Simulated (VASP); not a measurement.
# Al2Cu (P4/mmm) in VASP: notebook

Al2Cu is run at these levels: LDA; tasks: single point.

Everything below comes from runs of VASP 6.6.1. Logs are shortened: lines on timing, memory, paths and dates and some standing lists are left out, and cuts for length are marked.

## 1. The cell of the first run

It takes space group P4/mmm (No. 123, tetragonal). The conventional cell has a = 3.854 Å, b = 3.854 Å, c = 2.596 Å, α = 90.00°, β = 90.00°, γ = 90.00°. Within 3.1 Å of Al (site symmetry mmm) lie 4 Cu at 2.32 Å and 6 Al at 2.60 to 2.72 Å. Cu (site symmetry 4/mmm) has 8 Al at 2.32 Å and 2 Cu at 2.60 Å within 3.1 Å.

## 2. Single point, LDA

The input, INCAR:

```
SYSTEM = Al2Cu
PREC = Accurate
ENCUT = 520
EDIFF = 1E-7
ISMEAR = 0
SIGMA = 0.15
LREAL = .False.
LASPH = .True.
NELM = 60
ALGO = Normal
ISIF = 2
LWAVE = .False.
LCHARG = .True.
LELF = .True.
LVHAR = .True.
NBANDS = 16
```

The input, KPOINTS:

```
regular mesh
0
Gamma
  10 10 14
  0 0 0
```

The input, POSCAR:

```
Al2Cu
1.0
    3.8536000000      0.0000000000      0.0000000000
    0.0000000000      3.8536000000      0.0000000000
    0.0000000000      0.0000000000      2.5957000000
Al Cu
2 1
Direct
    0.5000000000      0.0000000000      0.5000000000
    0.0000000000      0.5000000000      0.5000000000
    0.0000000000      0.0000000000      0.0000000000
```

Potentials or basis: VASP PAW LDA potentials, release 64 (Al, Cu).

Launch:

```sh
$ cat potpaw_LDA.64/Al/POTCAR potpaw_LDA.64/Cu/POTCAR > POTCAR
$ mpirun -np 1 vasp_std > vasp.out
```

OUTCAR:

```text
SYSTEM = Al2Cu
   PREC = Accurate
   ENCUT = 520
   EDIFF = 1E-7
   ISMEAR = 0
   LREAL = .False.
   LASPH = .True.
   NELM = 60
   ISIF = 2

 ion  position               nearest neighbor table
   1  0.500  0.000  0.500-   3 2.32   3 2.32   3 2.32   3 2.32   2 2.72   2 2.72   2 2.72   2 2.72

   2  0.000  0.500  0.500-   3 2.32   3 2.32   3 2.32   3 2.32   1 2.72   1 2.72   1 2.72   1 2.72

   3  0.000  0.000  0.000-   1 2.32   2 2.32   1 2.32   2 2.32   2 2.32   2 2.32   1 2.32   1 2.32

  LATTYP: Found a simple tetragonal cell.
 ALAT       =     3.8536000000
 C/A-ratio  =     0.6735779531

  Lattice vectors:

 A1 = (   3.8536000000,   0.0000000000,   0.0000000000)
 A2 = (   0.0000000000,   3.8536000000,   0.0000000000)
 A3 = (   0.0000000000,   0.0000000000,   2.5957000000)

Analysis of symmetry for initial positions (statically):
=====================================================================
 Subroutine PRICEL returns:
 Original cell was already a primitive cell.

 Routine SETGRP: Setting up the symmetry group for a
 simple tetragonal supercell.

 Subroutine GETGRP returns: Found 16 space group operations
 (whereof 16 operations were pure point group operations)
 out of a pool of 16 trial point group operations.

The static configuration has the point symmetry D_4h.

Analysis of symmetry for dynamics (positions and initial velocities):
=====================================================================
 Subroutine PRICEL returns:
 Original cell was already a primitive cell.

 Routine SETGRP: Setting up the symmetry group for a
 simple tetragonal supercell.

 Subroutine GETGRP returns: Found 16 space group operations
 (whereof 16 operations were pure point group operations)
 out of a pool of 16 trial point group operations.

The dynamic configuration has the point symmetry D_4h.

 Subroutine INISYM returns: Found 16 space group operations
 (whereof 16 operations are pure point group operations),
 and found     1 'primitive' translations

----------------------------------------------------------------------------------------

                                     Primitive cell

  volume of cell :      38.5467

  direct lattice vectors                    reciprocal lattice vectors
     3.853600000  0.000000000  0.000000000     0.259497613  0.000000000  0.000000000
     0.000000000  3.853600000  0.000000000     0.000000000  0.259497613  0.000000000
     0.000000000  0.000000000  2.595700000     0.000000000  0.000000000  0.385252533
[... 87 lines left out ...]
   LREAL  =      F    real-space projection
   EDIFFG = 0.1E-05   stopping-criterion for IOM
   NSW    =      0    number of steps for IOM
   IBRION =     -1    ionic relax: 0-MD 1-quasi-New 2-CG
   NFREE  =      0    steps in history (QN), initial steepest desc. (CG)
   ISIF   =      2    stress and relaxation
   ISYM   =      2    0-nonsym 1-usesym 2-fastsym
   POTIM  = 0.5000    time-step for ionic-motion
   TEBEG  =    0.0;   TEEND  =   0.0 temperature during run
   PSTRESS=    0.0 pullay stress
   NELECT =      17.0000    total number of electrons
   NUPDOWN=      -1.0000    fix difference up-down
   EMIN   =  10.00;   EMAX   =-10.00  energy-range for DOS
   EFERMI =   0.00;   METHOD = LEGACY
   ISMEAR =     0;   SIGMA  =   0.15  broadening in eV -4-tet -1-fermi 0-gaus
   EFERMI_NEDOS =   21; number of points for ismear=-14 and -15
   IALGO  =     38    algorithm
   IMIX   =      4    mixing-type and parameters
     AMIX     =   0.40;   BMIX     =  1.00
     AMIX_MAG =   1.60;   BMIX_MAG =  1.00
  volume/ion in A,a.u.               =      12.85        86.71
  Fermi-wavevector in a.u.,A,eV,Ry     =   1.246126  2.354836 21.127528  1.552829
  Thomas-Fermi vector in A             =   2.380317
   LORBIT       =      0    0 simple, 1 ext, 2 COOP (PROOUT), +10 PAW based schemes
   GGA     = CA    functional components
   LHFCALC =     F    Hartree Fock is set to
   AEXX    =    0.0000 exact exchange contribution
   IVDW    =     0    specifies the selected vdW correction
   LEPSILON=     F    determine dielectric tensor
   LRPA    =     F    only Hartree local field effects (RPA)
 non-spin polarized calculation
 Gauss-broadening in eV      SIGMA  =   0.15
  energy-cutoff  :      520.00
  volume of cell :       38.55
 maximum number of plane-waves:      1064
 NGX is ok and might be reduce to    30
   NGX = 15   NGY = 15   NGZ =  9

 number of electron      16.9999976 magnetization

 Free energy of the ion-electron system (eV)
  ---------------------------------------------------
  ext. energy  EPLUGINS =         0.00000000
  ---------------------------------------------------
  free energy    TOTEN  =       -12.62600238 eV

  energy without entropy =      -12.61831992  energy(sigma->0) =      -12.62216115

 E-fermi :   9.6947     XC(G=0): -11.5904

 val. band max:        9.6794921238   @ k =   0.3000   0.0000   0.2857
 cond. band min:       9.6987451733   @ k =   0.3000   0.2000   0.0714
 fundamental gap:      0.0192530494
 Fermi energy:         9.6946830266

 k-point     1 :       0.0000    0.0000    0.0000
  band No.  band energies     occupation
      1      -2.5882      2.00000
      2       2.8811      2.00000
      3       3.2438      2.00000
      4       4.2175      2.00000
      5       4.6465      2.00000
      6       4.6465      2.00000
[... 433 lines left out ...]
      3       3.2544      2.00000
      4       4.1195      2.00000
      5       4.4286      2.00000
      6       4.5241      2.00000
[... 8 lines left out ...]
     15      20.7566      0.00000
     16      22.3231      0.00000

 [... further k-points ...]

------------------------ aborting loop because EDIFF is reached ----------------------------------------

  FORCE on cell =-STRESS in cart. coord.  units (eV):
  Direction    XX          YY          ZZ          XY          YZ          ZX
  --------------------------------------------------------------------------------------
  -------------------------------------------------------------------------------------
  Total        6.4050518      6.4050518      8.0636859      0.0000000      0.0000000      0.0000000
  in kB      266.2229324    266.2229324    335.1632714      0.0000000      0.0000000      0.0000000
  external PRESSURE =     289.2030454 kB  Pullay stress =       0.0000000 kB

 VOLUME and BASIS-vectors are now :
 -----------------------------------------------------------------------------
  energy-cutoff  :      520.00
  volume of cell :       38.55
      direct lattice vectors                 reciprocal lattice vectors
     3.853600000  0.000000000  0.000000000     0.259497613  0.000000000  0.000000000
     0.000000000  3.853600000  0.000000000     0.000000000  0.259497613  0.000000000
     0.000000000  0.000000000  2.595700000     0.000000000  0.000000000  0.385252533

 POSITION                                       TOTAL-FORCE (eV/Angst)
 -----------------------------------------------------------------------------------
      1.92680      0.00000      1.29785         0.000000      0.000000      0.000000
      0.00000      1.92680      1.29785         0.000000      0.000000      0.000000
      0.00000      0.00000      0.00000         0.000000      0.000000      0.000000
 -----------------------------------------------------------------------------------
    total drift:                               -0.000000      0.000000      0.000000

  FREE ENERGIE OF THE ION-ELECTRON SYSTEM (eV)
  ---------------------------------------------------
  free  energy   TOTEN  =       -12.6260023839 eV

  energy  without entropy=      -12.6183199194  energy(sigma->0) =      -12.62216115
```

stdout:

```text
POSCAR found type information on POSCAR AlCu
 POSCAR found :  2 types and       3 ions
 scaLAPACK will be used
 LDA part: xc-table for (Slater(with rela. corr.)+CA(PZ))
 , standard interpolation
 POSCAR, INCAR and KPOINTS ok, starting setup
 FFT: planning ... GRIDC
 FFT: planning ... GRID_SOFT
 FFT: planning ... GRID
 WAVECAR not read
 entering main loop
```

It took 49 s on 1 thread of Intel Xeon 6975P-C (Granite Rapids), shared host; peak memory 0.21 GiB.

What came out:

| Item | Value |
| --- | --- |
| Free energy | -12.6260 eV |
| Pressure | 28.9 GPa |

Levels at points of the mesh, in eV from the Fermi level:
```
           k point  band 7  band 8  band 9  band 10  band 11  band 12
(0.00, 0.00, 0.00)   -3.22   -3.22    0.21     0.47     6.66     6.66
(0.50, 0.00, 0.00)   -5.04   -1.77    1.46     1.49     2.24     8.65
(0.50, 0.50, 0.00)   -5.05   -5.05   -3.07     8.84     8.84    11.36
(0.00, 0.00, 0.50)   -3.41    2.47    2.47     2.79     3.17     3.31
(0.50, 0.00, 0.50)   -3.86   -2.67   -1.54     3.97     4.24     5.36
(0.50, 0.50, 0.50)   -2.87   -2.87   -0.91    -0.73     0.83     0.83
```

## 3. Single point, LDA

This run uses another cell than the first one, of 12.94 Å³/atom, 1.007 times its volume.

The input, INCAR:

```
  PREC = Accurate
  ENCUT = 520
  EDIFF = 1E-6
  ISMEAR = 0
  SIGMA = 0.15
  LREAL = F
  LASPH = T
  NELM = 100
  ALGO = Fast
  ISIF = 2
  LWAVE = F
  LCHARG = F
  GGA = CA
  NBANDS = 16
```

The input, KPOINTS:

```
Automatic mesh
0
Gamma
  10 10 14
```

The input, POSCAR:

```
Al2Cu
1.0
    3.7593000000      0.0000000000      0.0000000000
    0.0000000000      3.7593000000      0.0000000000
    0.0000000000      0.0000000000      2.7461000000
Al Cu
2 1
Direct
    0.5000000000      0.0000000000      0.5000000000
    0.0000000000      0.5000000000      0.5000000000
    0.0000000000      0.0000000000      0.0000000000
```

Potentials or basis: VASP PAW LDA potentials, release 64 (Al, Cu).

Launch:

```sh
$ cat potpaw_LDA.64/Al/POTCAR potpaw_LDA.64/Cu/POTCAR > POTCAR
$ mpirun -np 1 vasp_std > vasp.out
```

Run time: 49 s. Hardware: 1 thread of Intel Xeon 6975P-C (Granite Rapids), shared host; peak memory 0.2 GiB.

It converged, with:

* Free energy: -12.6670 eV
* Pressure: 26.9 GPa

Stress tensor (GPa, compression positive):
```
29.50  0.00  0.00
 0.00 29.50  0.00
 0.00  0.00 21.64
```

Levels at points of the mesh, in eV from the Fermi level:
```
           k point  band 6  band 7  band 8  band 9  band 10  band 11  band 12  band 13
(0.00, 0.00, 0.00)   -4.96   -2.56   -2.56    1.00     1.15     6.22     7.50     7.90
(0.50, 0.00, 0.00)   -5.00   -4.95   -0.98    2.08     2.24     3.22     7.83     9.31
(0.50, 0.50, 0.00)   -4.98   -4.98   -4.93   -2.78     9.16     9.16     9.67    11.67
(0.00, 0.00, 0.50)   -4.88   -3.60    2.83    2.83     3.03     3.16     3.16     3.61
(0.50, 0.00, 0.50)   -4.92   -3.72   -2.91   -1.84     4.18     4.45     5.28     6.58
(0.50, 0.50, 0.50)   -4.24   -2.58   -2.58   -1.35    -1.04     0.63     0.63     2.22
```

## 4. Single point, LDA

This run uses another cell than the first one, of 15.44 Å³/atom, 1.202 times its volume.

The input, INCAR:

```
SYSTEM = Al2Cu
ALGO = Fast
EDIFF = 1E-7
ENCUT = 520
ISIF = 2
ISMEAR = 0
LASPH = .True.
LCHARG = .False.
LREAL = .False.
LWAVE = .False.
NBANDS = 16
NELM = 80
PREC = Accurate
SIGMA = 0.15
```

The input, KPOINTS:

```
k-points
0
Gamma
  10 10 14
  0 0 0
```

The input, POSCAR:

```
Al2Cu
1.0
    3.9479000000      0.0000000000      0.0000000000
    0.0000000000      3.9479000000      0.0000000000
    0.0000000000      0.0000000000      2.9719000000
Al Cu
2 1
Direct
    0.5000000000      0.0000000000      0.5000000000
    0.0000000000      0.5000000000      0.5000000000
    0.0000000000      0.0000000000      0.0000000000
```

Potentials or basis: VASP PAW LDA potentials, release 64 (Al, Cu).

Launch:

```sh
$ cat potpaw_LDA.64/Al/POTCAR potpaw_LDA.64/Cu/POTCAR > POTCAR
$ mpirun -np 1 vasp_std > vasp.out
```

OUTCAR:

```text
SYSTEM = Al2Cu
   EDIFF = 1E-7
   ENCUT = 520
   ISIF = 2
   ISMEAR = 0
   LASPH = .True.
   LREAL = .False.
   NELM = 80
   PREC = Accurate

 ion  position               nearest neighbor table
   1  0.500  0.000  0.500-   3 2.47   3 2.47   3 2.47   3 2.47   2 2.79   2 2.79   2 2.79   2 2.79

   2  0.000  0.500  0.500-   3 2.47   3 2.47   3 2.47   3 2.47   1 2.79   1 2.79   1 2.79   1 2.79

   3  0.000  0.000  0.000-   1 2.47   2 2.47   1 2.47   2 2.47   2 2.47   2 2.47   1 2.47   1 2.47

  LATTYP: Found a simple tetragonal cell.
 ALAT       =     3.9479000000
 C/A-ratio  =     0.7527799590

  Lattice vectors:

 A1 = (   3.9479000000,   0.0000000000,   0.0000000000)
 A2 = (   0.0000000000,   3.9479000000,   0.0000000000)
 A3 = (   0.0000000000,   0.0000000000,   2.9719000000)

Analysis of symmetry for initial positions (statically):
=====================================================================
 Subroutine PRICEL returns:
 Original cell was already a primitive cell.

 Routine SETGRP: Setting up the symmetry group for a
 simple tetragonal supercell.

 Subroutine GETGRP returns: Found 16 space group operations
 (whereof 16 operations were pure point group operations)
 out of a pool of 16 trial point group operations.

The static configuration has the point symmetry D_4h.

Analysis of symmetry for dynamics (positions and initial velocities):
=====================================================================
 Subroutine PRICEL returns:
 Original cell was already a primitive cell.

 Routine SETGRP: Setting up the symmetry group for a
 simple tetragonal supercell.

 Subroutine GETGRP returns: Found 16 space group operations
 (whereof 16 operations were pure point group operations)
 out of a pool of 16 trial point group operations.

The dynamic configuration has the point symmetry D_4h.

 Subroutine INISYM returns: Found 16 space group operations
 (whereof 16 operations are pure point group operations),
 and found     1 'primitive' translations

[... 113 lines left out ...]
   IALGO  =     68    algorithm
   IMIX   =      4    mixing-type and parameters
     AMIX     =   0.40;   BMIX     =  1.00
     AMIX_MAG =   1.60;   BMIX_MAG =  1.00
  volume/ion in A,a.u.               =      15.44       104.19
  Fermi-wavevector in a.u.,A,eV,Ry     =   1.172112  2.214970 18.692305  1.373846
  Thomas-Fermi vector in A             =   2.308545
   LORBIT       =      0    0 simple, 1 ext, 2 COOP (PROOUT), +10 PAW based schemes
   GGA     = CA    functional components
   LHFCALC =     F    Hartree Fock is set to
   AEXX    =    0.0000 exact exchange contribution
   IVDW    =     0    specifies the selected vdW correction
   LEPSILON=     F    determine dielectric tensor
   LRPA    =     F    only Hartree local field effects (RPA)
 non-spin polarized calculation
 RMM-DIIS sequential band-by-band and
 Gauss-broadening in eV      SIGMA  =   0.15
  energy-cutoff  :      520.00
  volume of cell :       46.32
 maximum number of plane-waves:      1267
 NGX is ok and might be reduce to    30
   NGX = 15   NGY = 15   NGZ = 11

 number of electron      17.0000024 magnetization

 Free energy of the ion-electron system (eV)
  ---------------------------------------------------
  ext. energy  EPLUGINS =         0.00000000
  ---------------------------------------------------
  free energy    TOTEN  =       -13.17210711 eV

  energy without entropy =      -13.16086082  energy(sigma->0) =      -13.16648396

 E-fermi :   7.3290     XC(G=0): -10.8006

 val. band max:        7.3218548586   @ k =   0.2000   0.1000   0.3571
 cond. band min:       7.3469127020   @ k =   0.4000   0.4000   0.5000
 fundamental gap:      0.0250578433
 Fermi energy:         7.3289876961

 k-point     1 :       0.0000    0.0000    0.0000
  band No.  band energies     occupation
      1      -3.3669      2.00000
      2       1.9836      2.00000
      3       2.3516      2.00000
      4       3.0655      2.00000
      5       3.0984      2.00000
      6       3.0984      2.00000
[... 433 lines left out ...]
      3       2.3320      2.00000
      4       2.9790      2.00000
      5       2.9941      2.00000
      6       3.0467      2.00000
[... 8 lines left out ...]
     15      16.9834      0.00000
     16      18.5239      0.00000

 [... further k-points ...]
[... 5 lines left out ...]
  --------------------------------------------------------------------------------------
  -------------------------------------------------------------------------------------
  Total        0.8638264      0.8638264     -1.4387437      0.0000000     -0.0000000      0.0000000
  in kB       29.8793124     29.8793124    -49.7654062      0.0000000     -0.0000000      0.0000000
  external PRESSURE =       3.3310728 kB  Pullay stress =       0.0000000 kB

 VOLUME and BASIS-vectors are now :
 -----------------------------------------------------------------------------
  energy-cutoff  :      520.00
  volume of cell :       46.32
      direct lattice vectors                 reciprocal lattice vectors
     3.947900000  0.000000000  0.000000000     0.253299222  0.000000000  0.000000000
     0.000000000  3.947900000  0.000000000     0.000000000  0.253299222  0.000000000
     0.000000000  0.000000000  2.971900000     0.000000000  0.000000000  0.336485077

 POSITION                                       TOTAL-FORCE (eV/Angst)
 -----------------------------------------------------------------------------------
      1.97395      0.00000      1.48595         0.000000      0.000000      0.000000
      0.00000      1.97395      1.48595         0.000000      0.000000      0.000000
      0.00000      0.00000      0.00000         0.000000      0.000000      0.000000
 -----------------------------------------------------------------------------------
    total drift:                                0.000000      0.000000      0.000000

  FREE ENERGIE OF THE ION-ELECTRON SYSTEM (eV)
  ---------------------------------------------------
  free  energy   TOTEN  =       -13.1721071112 eV

  energy  without entropy=      -13.1608608156  energy(sigma->0) =      -13.16648396
```

It took 2.3 min on 1 thread of Intel Xeon Platinum 8259CL at 2.50GHz (Skylake/Cascade Lake), shared host; peak memory 0.23 GiB.

Results:

| Property | Result |
| --- | --- |
| Free energy | -13.1721 eV |
| Pressure | 0.3 GPa |

Levels at points of the mesh, in eV from the Fermi level:
| k point | band 7 | band 8 | band 9 | band 10 | band 11 | band 12 |
| --- | --- | --- | --- | --- | --- | --- |
| (0.00, 0.00, 0.00) | -2.01 | -2.01 | 0.71 | 1.25 | 4.75 | 6.88 |
| (0.50, 0.00, 0.00) | -4.22 | -0.55 | 2.05 | 2.33 | 2.80 | 6.27 |
| (0.50, 0.50, 0.00) | -4.27 | -4.12 | -2.35 | 8.26 | 8.77 | 8.77 |
| (0.00, 0.00, 0.50) | -3.27 | 2.55 | 2.55 | 3.02 | 3.02 | 3.08 |
| (0.50, 0.00, 0.50) | -3.06 | -2.75 | -1.91 | 3.72 | 4.40 | 4.51 |
| (0.50, 0.50, 0.50) | -2.10 | -2.10 | -1.27 | -1.11 | -0.09 | -0.09 |

## 5. Overview

| cell | gap on the mesh (eV) | pressure (GPa) |
| --- | --- | --- |
| a = 3.854, b = 3.854, c = 2.596 Å, 3 atoms | none | 28.9 |
| a = 3.759, b = 3.759, c = 2.746 Å, 3 atoms | none | 26.9 |
| a = 3.948, b = 3.948, c = 2.972 Å, 3 atoms | none | 0.3 |

Alike in all rows: task single point; level LDA; potentials or basis VASP PAW LDA potentials, release 64 (Al, Cu); no spin polarisation; k mesh 10 × 10 × 14; cutoff (eV) 520; smearing gaussian 0.15 eV.

Total energies depend on the potentials used, so only differences within one code and one set of settings carry meaning.
